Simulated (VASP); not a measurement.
Write the native input for VASP 6.6.1 that does the following.

```
Task                   : single point
Functional             : PBEsol
Potentials or basis    : VASP PAW PBE potentials, release 64 (Nb_sv)
Cutoff                 : 520 eV
k mesh                 : 13 × 13 × 13
Occupations            : fermi-dirac, width 0.1 eV
Spin                   : no spin polarisation
Dipole correction      : no
Further INCAR settings : ALGO = Normal; EDIFF = 1e-06; NBANDS = 12
```

The structure of Nb lies in POSCAR:

```
Nb
1.0
    2.6861506132      0.0000000000      0.0000000000
    0.0000000000      2.6861506132      0.0000000000
    0.0000000000      0.0000000000      2.6861506132
Nb
1
Direct
    0.0000000000      0.0000000000      0.0000000000
```

The input as run:

INCAR

```
PREC     = Accurate       # precision mode
ENCUT    = 520            # plane-wave cutoff, eV
EDIFF    = 1E-6           # SCF threshold, eV
ISMEAR   = -1             # smearing method
SIGMA    = 0.1            # smearing width, eV
LREAL    = F              # projectors in reciprocal space
LASPH    = T              # aspherical terms in the spheres
NELM     = 100            # most SCF steps
ALGO     = Normal         # electronic algorithm
ISIF     = 2              # what is computed and relaxed
LWAVE    = F              # write WAVECAR
LCHARG   = T              # write CHGCAR
GGA      = PS             # functional
LELF     = T              # ELF
LVHAR    = T            
NBANDS   = 12             # bands
```

KPOINTS

```
Automatic mesh
0
Gamma
  13 13 13
```

Potentials or basis: VASP PAW PBE potentials, release 64 (Nb_sv).

Command:

```sh
$ cat potpaw_PBE.64/Nb_sv/POTCAR > POTCAR
$ mpirun -np 1 vasp_std > vasp.out
```

It gave:

```yaml
Pressure: -0.6 GPa
```

Caveat: the PAW data sets were made with another functional, which shifts forces and pressure a little.

Run time: 11 s on 1 thread of Intel(R) Xeon(R) Platinum 8375C CPU @ 2.90GHz (Ice Lake), on a shared host, peak memory 0.13 GiB.
